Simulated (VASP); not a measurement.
# MgCd7Te8 (P1) in VASP: single point with PBE

Aim: the single point of MgCd7Te8 with PBE.

Program: VASP 6.6.1. These are calculated values, not measurements. Logs are shortened: lines on timing, memory, paths and dates and some standing lists are left out, and cuts for length are marked.

### Step 1. The cell of the first run

The typed cell holds 64 atoms: a = 12.966 Å, b = 12.966 Å, c = 12.966 Å, α = 90.00°, β = 90.00°, γ = 90.00°.

### Step 2. Single point, PBE

Input file INCAR:

```
PREC = Accurate ; ENCUT = 520
EDIFF = 1E-6 ; ISMEAR = -1
SIGMA = 0.05 ; LREAL = Auto
LASPH = True ; NELM = 80
ALGO = Normal ; ISIF = 2
LWAVE = False ; LCHARG = False
GGA = PE ; NBANDS = 306
```

Input file KPOINTS:

```
Automatic mesh
0
Gamma
  1 1 1
```

Input file POSCAR:

```
MgCd7Te8
1.0
   12.9658310000      0.0000000000      0.0000000000
    0.0000000000     12.9658310000      0.0000000000
    0.0000000000      0.0000000000     12.9658310000
Cd Mg Te
28 4 32
Direct
    0.0006110000      0.0002520000      0.0001420000
    0.0002480000      0.0003470000      0.5001380000
    0.0000730000      0.5009110000      0.0002900000
    0.0006610000      0.5005690000      0.5005200000
    0.5010100000      0.0000170000      0.4999040000
    0.5009470000      0.5008690000      0.0005110000
    0.5006730000      0.5008380000      0.5005100000
    0.2506240000      0.2505170000      0.9999940000
    0.2507800000      0.2505150000      0.5001090000
    0.2506620000      0.7504700000      0.5000330000
    0.7498200000      0.2501680000      0.0005750000
    0.7509090000      0.2506140000      0.5002530000
    0.7505220000      0.7499910000      0.9997110000
    0.7498390000      0.7509320000      0.4998750000
    0.2508850000      0.0000620000      0.2496940000
    0.2506300000      0.0006360000      0.7504610000
    0.2505540000      0.5006020000      0.2503580000
    0.2510940000      0.5010800000      0.7507330000
    0.7493020000      0.0000700000      0.2500150000
    0.7503270000      0.0005250000      0.7504490000
    0.7502760000      0.5007010000      0.2503120000
    0.0002250000      0.2503900000      0.2502660000
    0.0006600000      0.2505030000      0.7500880000
    0.0004000000      0.7502060000      0.2498720000
    0.0000240000      0.7503880000      0.7508870000
    0.5010200000      0.2498710000      0.2496840000
    0.5006170000      0.2505720000      0.7507580000
    0.5009660000      0.7504570000      0.7505260000
    0.4987780000      0.9989860000      0.0000410000
    0.2497230000      0.7503830000      0.0001310000
    0.7496910000      0.4995480000      0.7494450000
    0.4986630000      0.7501050000      0.2489840000
    0.1252640000      0.1252110000      0.1249040000
    0.1253020000      0.1250230000      0.6248400000
    0.1258560000      0.6257220000      0.1241900000
    0.1253580000      0.6254880000      0.6252480000
    0.6235540000      0.1233580000      0.1230920000
    0.6251130000      0.1252220000      0.6247950000
    0.6246450000      0.6263040000      0.1259620000
    0.6260400000      0.6247940000      0.6258780000
    0.3753640000      0.3752240000      0.1249000000
    0.3753240000      0.3753050000      0.6252100000
    0.3751220000      0.8738600000      0.1237660000
    0.3754050000      0.8750610000      0.6250830000
    0.8748030000      0.3751790000      0.1249420000
    0.8747970000      0.3758840000      0.6256760000
    0.8749100000      0.8749700000      0.1246840000
    0.8748440000      0.8750910000      0.6250250000
    0.3753030000      0.1249390000      0.3747710000
    0.3760920000      0.1245530000      0.8757390000
    0.3760090000      0.6257690000      0.3744790000
    0.3748320000      0.6263960000      0.8762510000
    0.8745700000      0.1246470000      0.3745280000
    0.8752770000      0.1252830000      0.8750350000
    0.8751850000      0.6252770000      0.3751150000
    0.8735870000      0.6236750000      0.8736010000
    0.1251030000      0.3752190000      0.3749300000
    0.1252340000      0.3754420000      0.8749850000
    0.1251320000      0.8751340000      0.3746530000
    0.1258410000      0.8744780000      0.8755580000
    0.6249860000      0.3749670000      0.3748570000
    0.6258650000      0.3761190000      0.8746650000
    0.6233710000      0.8734030000      0.3732560000
    0.6245750000      0.8761060000      0.8759140000
```

Potentials or basis: VASP PAW PBE potentials, release 64 (Cd, Mg, Te).

Launch:

```
$ cat potpaw_PBE.64/Cd/POTCAR potpaw_PBE.64/Mg/POTCAR potpaw_PBE.64/Te/POTCAR > POTCAR
$ mpirun -np 1 vasp_gam > vasp.out
```

OUTCAR:

```text
PREC = Accurate
   ENCUT = 520
   EDIFF = 1E-6
   ISMEAR = -1
   LREAL = Auto
   LASPH = True
   NELM = 80
   ISIF = 2
   GGA = PE

 ion  position               nearest neighbor table
   1  0.001  0.000  0.000-  33 2.80  54 2.81  47 2.81  60 2.81
   2  0.000  0.000  0.500-  34 2.80  48 2.81  59 2.81  53 2.81
   3  0.000  0.501  0.000-  35 2.80  45 2.81  58 2.81  56 2.81
   4  0.001  0.501  0.501-  36 2.80  57 2.81  55 2.81  46 2.81
   5  0.501  0.000  0.500-  38 2.80  63 2.81  44 2.81  49 2.81
   6  0.501  0.501  0.001-  39 2.80  62 2.81  41 2.81  52 2.81
[... 56 lines left out ...]
  63  0.623  0.873  0.373-  32 2.79  14 2.81   5 2.81  19 2.81
  64  0.625  0.876  0.876-  29 2.79  28 2.80  20 2.81  13 2.81

  LATTYP: Found a simple cubic cell.
 ALAT       =    12.9658310000

  Lattice vectors:

 A1 = (  12.9658310000,   0.0000000000,   0.0000000000)
 A2 = (   0.0000000000,  12.9658310000,   0.0000000000)
 A3 = (   0.0000000000,   0.0000000000,  12.9658310000)

Analysis of symmetry for initial positions (statically):
=====================================================================
 Subroutine PRICEL returns:
 Original cell was already a primitive cell.

 Routine SETGRP: Setting up the symmetry group for a
 simple cubic supercell.

 Subroutine GETGRP returns: Found  1 space group operations
 (whereof  1 operations were pure point group operations)
 out of a pool of 48 trial point group operations.

The static configuration has the point symmetry C_1 .

Analysis of symmetry for dynamics (positions and initial velocities):
=====================================================================
 Subroutine PRICEL returns:
 Original cell was already a primitive cell.

 Routine SETGRP: Setting up the symmetry group for a
 simple cubic supercell.

 Subroutine GETGRP returns: Found  1 space group operations
 (whereof  1 operations were pure point group operations)
 out of a pool of 48 trial point group operations.

The dynamic configuration has the point symmetry C_1 .

 Subroutine INISYM returns: Found  1 space group operations
 (whereof  1 operations are pure point group operations),
 and found     1 'primitive' translations

----------------------------------------------------------------------------------------

                                     Primitive cell

  volume of cell :    2179.7218

  direct lattice vectors                    reciprocal lattice vectors
    12.965831000  0.000000000  0.000000000     0.077125793  0.000000000  0.000000000
     0.000000000 12.965831000  0.000000000     0.000000000  0.077125793  0.000000000
     0.000000000  0.000000000 12.965831000     0.000000000  0.000000000  0.077125793

  length of vectors
    12.965831000 12.965831000 12.965831000     0.077125793  0.077125793  0.077125793

  position of ions in fractional coordinates (direct lattice)
     0.000611000  0.000252000  0.000142000
     0.000248000  0.000347000  0.500138000
     0.000073000  0.500911000  0.000290000
     0.000661000  0.500569000  0.500520000
     0.501010000  0.000017000  0.499904000
     0.500947000  0.500869000  0.000511000
[... 56 lines left out ...]
     0.623371000  0.873403000  0.373256000
     0.624575000  0.876106000  0.875914000

  ion indices of the primitive-cell ions
   primitive index   ion index
                 1           1
                 2           2
                 3           3
                 4           4
                 5           5
                 6           6
[... 56 lines left out ...]
                63          63
                64          64

----------------------------------------------------------------------------------------

 KPOINTS: Automatic mesh

Automatic generation of k-mesh.
 Grid dimensions read from file:
 generate k-points for:    1    1    1

 Generating k-lattice:

  Cartesian coordinates                     Fractional coordinates (reciprocal lattice)
     0.077125793  0.000000000  0.000000000     1.000000000  0.000000000  0.000000000
     0.000000000  0.077125793  0.000000000     0.000000000  1.000000000  0.000000000
     0.000000000  0.000000000  0.077125793     0.000000000  0.000000000  1.000000000

  Length of vectors
     0.077125793  0.077125793  0.077125793

  Shift w.r.t. Gamma in fractional coordinates (k-lattice)
     0.000000000  0.000000000  0.000000000

 Subroutine IBZKPT returns following result:
 ===========================================

 Found      1 irreducible k-points:

 Following reciprocal coordinates:
            Coordinates               Weight
  0.000000  0.000000  0.000000      1.000000
   k-points           NKPTS =      1   k-points in BZ     NKDIM =      1   number of bands    NBANDS=    306
   number of dos      NEDOS =    301   number of ions     NIONS =     64
   total plane-waves  NPLWV = 884736
   dimension x,y,z NGX =    96 NGY =   96 NGZ =   96
   dimension x,y,z NGXF=   192 NGYF=  192 NGZF=  192
   ions per type =              28   4  32
   NGX,Y,Z   is equivalent  to a cutoff of  12.31, 12.31, 12.31 a.u.
   NGXF,Y,Z  is equivalent  to a cutoff of  24.62, 24.62, 24.62 a.u.
 SYSTEM =  unknown system
   PREC   = accura    normal or accurate (medium, high low for compatibility)
   ISTART =      0    job   : 0-new  1-cont  2-samecut
   ICHARG =      2    charge: 1-file 2-atom 10-const
   ISPIN  =      1    spin polarized calculation?
   LNONCOLLINEAR =      F non collinear calculations
   LSORBIT =      F    spin-orbit coupling
   LASPH  =      T    aspherical Exc in radial PAW
   ENCUT  =  520.0 eV  38.22 Ry    6.18 a.u.  24.11 24.11 24.11*2*pi/ulx,y,z
   NELM   =     80;   NELMIN=  2; NELMDL= -5     # of ELM steps
   EDIFF  = 0.1E-05   stopping-criterion for ELM
   LREAL  =      T    real-space projection
   EDIFFG = 0.1E-04   stopping-criterion for IOM
   NSW    =      0    number of steps for IOM
   IBRION =     -1    ionic relax: 0-MD 1-quasi-New 2-CG
   NFREE  =      0    steps in history (QN), initial steepest desc. (CG)
   ISIF   =      2    stress and relaxation
   ISYM   =      2    0-nonsym 1-usesym 2-fastsym
   POTIM  = 0.5000    time-step for ionic-motion
   TEBEG  =    0.0;   TEEND  =   0.0 temperature during run
   PSTRESS=    0.0 pullay stress
   NELECT =     536.0000    total number of electrons
   NUPDOWN=      -1.0000    fix difference up-down
   EMIN   =  10.00;   EMAX   =-10.00  energy-range for DOS
   EFERMI =   0.00;   METHOD = LEGACY
   ISMEAR =    -1;   SIGMA  =   0.05  broadening in eV -4-tet -1-fermi 0-gaus
   EFERMI_NEDOS =   21; number of points for ismear=-14 and -15
   IALGO  =     38    algorithm
   IMIX   =      4    mixing-type and parameters
     AMIX     =   0.40;   BMIX     =  1.00
     AMIX_MAG =   1.60;   BMIX_MAG =  1.00
  volume/ion in A,a.u.               =      34.06       229.84
  Fermi-wavevector in a.u.,A,eV,Ry     =   1.025643  1.938184 14.312551  1.051943
  Thomas-Fermi vector in A             =   2.159494
   LORBIT       =      0    0 simple, 1 ext, 2 COOP (PROOUT), +10 PAW based schemes
   GGA     = PE    functional components
   LHFCALC =     F    Hartree Fock is set to
   AEXX    =    0.0000 exact exchange contribution
   IVDW    =     0    specifies the selected vdW correction
   LEPSILON=     F    determine dielectric tensor
   LRPA    =     F    only Hartree local field effects (RPA)
 non-spin polarized calculation
  energy-cutoff  :      520.00
  volume of cell :     2179.72
 maximum number of plane-waves:     29351
   NGX = 49   NGY = 49   NGZ = 49

 number of electron     535.9999829 magnetization

 Free energy of the ion-electron system (eV)
  ---------------------------------------------------
  ext. energy  EPLUGINS =         0.00000000
  ---------------------------------------------------
  free energy    TOTEN  =      -157.33301672 eV

  energy without entropy =     -157.33271440  energy(sigma->0) =     -157.33286556

 E-fermi :   2.7986     XC(G=0):  -8.4701

 val. band max:        2.3061457613   @ k =   0.0000   0.0000   0.0000
 cond. band min:       3.2403033705   @ k =   0.0000   0.0000   0.0000
 fundamental gap:      0.9341576092
 Fermi energy:         2.7985768005

 k-point     1 :       0.0000    0.0000    0.0000
  band No.  band energies     occupation
      1      -8.7429      2.00000
      2      -8.4946      2.00000
      3      -8.4946      2.00000
      4      -8.4796      2.00000
      5      -8.4782      2.00000
      6      -8.4757      2.00000
[... 272 lines left out ...]
    279       5.0019      0.00000
    280       5.2488      0.00000
 [bands above 280 left out]

------------------------ aborting loop because EDIFF is reached ----------------------------------------

  FORCE on cell =-STRESS in cart. coord.  units (eV):
  Direction    XX          YY          ZZ          XY          YZ          ZX
  --------------------------------------------------------------------------------------
  -------------------------------------------------------------------------------------
  Total       34.7864780     34.7951682     34.7897686      0.7238056      0.7152126      0.7394754
  in kB       25.5693668     25.5757544     25.5717855      0.5320243      0.5257081      0.5435422
  external PRESSURE =      25.5723022 kB  Pullay stress =       0.0000000 kB

 VOLUME and BASIS-vectors are now :
 -----------------------------------------------------------------------------
  energy-cutoff  :      520.00
  volume of cell :     2179.72
      direct lattice vectors                 reciprocal lattice vectors
    12.965831000  0.000000000  0.000000000     0.077125793  0.000000000  0.000000000
     0.000000000 12.965831000  0.000000000     0.000000000  0.077125793  0.000000000
     0.000000000  0.000000000 12.965831000     0.000000000  0.000000000  0.077125793

 POSITION                                       TOTAL-FORCE (eV/Angst)
 -----------------------------------------------------------------------------------
      0.00792      0.00327      0.00184        -0.022010     -0.018867     -0.021303
      0.00322      0.00450      6.48470        -0.019867     -0.020305     -0.018005
      0.00095      6.49473      0.00376        -0.020227     -0.017348     -0.022994
      0.00857      6.49029      6.48966        -0.019520     -0.018245     -0.016431
      6.49601      0.00022      6.48167        -0.022262     -0.022481     -0.021636
      6.49519      6.49418      0.00663        -0.017577     -0.016735     -0.019185
[... 56 lines left out ...]
      8.08252     11.32440      4.83957        -0.073397     -0.075664     -0.074287
      8.09813     11.35944     11.35695        -0.086895      0.114837      0.114428
 -----------------------------------------------------------------------------------
    total drift:                               -0.024488     -0.021954      0.020685

  FREE ENERGIE OF THE ION-ELECTRON SYSTEM (eV)
  ---------------------------------------------------
  free  energy   TOTEN  =      -157.3330167248 eV

  energy  without entropy=     -157.3327143970  energy(sigma->0) =     -157.33286556
```

Run time: 20 min. Hardware: 1 thread of AMD EPYC 7R13, shared host; peak memory 1.6 GiB.

Results:

- Free energy: -157.3330 eV
- Pressure: 2.6 GPa
- Largest force: 0.188 eV/Å
- Band gap on the k mesh: 0.93 eV

Forces in eV/Å, atoms in the order of the input:
```
Cd  -0.022 -0.019 -0.021
Cd  -0.020 -0.020 -0.018
Cd  -0.020 -0.017 -0.023
Cd  -0.020 -0.018 -0.016
Cd  -0.022 -0.022 -0.022
Cd  -0.018 -0.017 -0.019
Cd  -0.016 -0.016 -0.016
Cd  -0.019 -0.019 -0.021
Cd  -0.023 -0.018 -0.014
Cd  -0.022 -0.021 -0.016
Cd  -0.018 -0.023 -0.021
Cd  -0.017 -0.016 -0.015
Cd  -0.018 -0.021 -0.024
Cd  -0.022 -0.020 -0.020
Cd  -0.017 -0.021 -0.019
Cd  -0.019 -0.019 -0.015
Cd  -0.019 -0.015 -0.015
Cd  -0.014 -0.018 -0.013
Cd  -0.021 -0.019 -0.023
Cd  -0.021 -0.019 -0.021
Cd  -0.020 -0.023 -0.019
Cd  -0.023 -0.022 -0.019
Cd  -0.019 -0.018 -0.018
Cd  -0.019 -0.021 -0.017
Cd  -0.021 -0.018 -0.018
Cd  -0.021 -0.022 -0.024
Cd  -0.015 -0.015 -0.017
Cd  -0.019 -0.017 -0.013
Mg   0.002 -0.002 -0.008
Mg   0.000 -0.002 -0.004
Mg   0.000 -0.004 -0.004
Mg   0.003 -0.005 -0.003
Te   0.016  0.015  0.023
Te   0.017  0.018  0.018
Te   0.116  0.111 -0.091
Te   0.016  0.019  0.015
Te  -0.071 -0.073 -0.071
Te   0.019  0.019  0.022
Te  -0.092  0.119  0.114
Te   0.111 -0.087  0.108
Te   0.019  0.019  0.023
Te   0.018  0.017  0.014
Te   0.095 -0.095 -0.096
Te   0.014  0.022  0.018
Te   0.023  0.014  0.016
Te  -0.089  0.114  0.111
Te   0.020  0.024  0.025
Te   0.025  0.015  0.016
Te   0.017  0.018  0.018
Te   0.111 -0.090  0.112
Te   0.113  0.110 -0.092
Te  -0.087  0.115  0.112
Te   0.018  0.018  0.012
Te   0.015  0.019  0.023
Te   0.019  0.018  0.019
Te  -0.073 -0.072 -0.074
Te   0.022  0.018  0.014
Te   0.017  0.017  0.021
Te   0.021  0.021  0.024
Te   0.116 -0.087  0.108
Te   0.020  0.021  0.023
Te   0.111  0.114 -0.087
Te  -0.073 -0.076 -0.074
Te  -0.087  0.115  0.114
```

Stress tensor (GPa, compression positive):
```
2.56 0.05 0.05
0.05 2.56 0.05
0.05 0.05 2.56
```

Levels at points of the mesh, in eV from the valence-band top:
```csv
k point,band 265,band 266,band 267,band 268,band 269,band 270,band 271,band 272
"(0.00, 0.00, 0.00)",-0.70,-0.01,0.00,0.00,0.93,1.92,1.93,1.94
```

Caveat: the k points lie up to 0.48 Å⁻¹ apart; spin-orbit coupling is left out, which moves the levels of the heavy elements; an odd mesh through Γ misses points on the zone boundary, where band edges can lie.
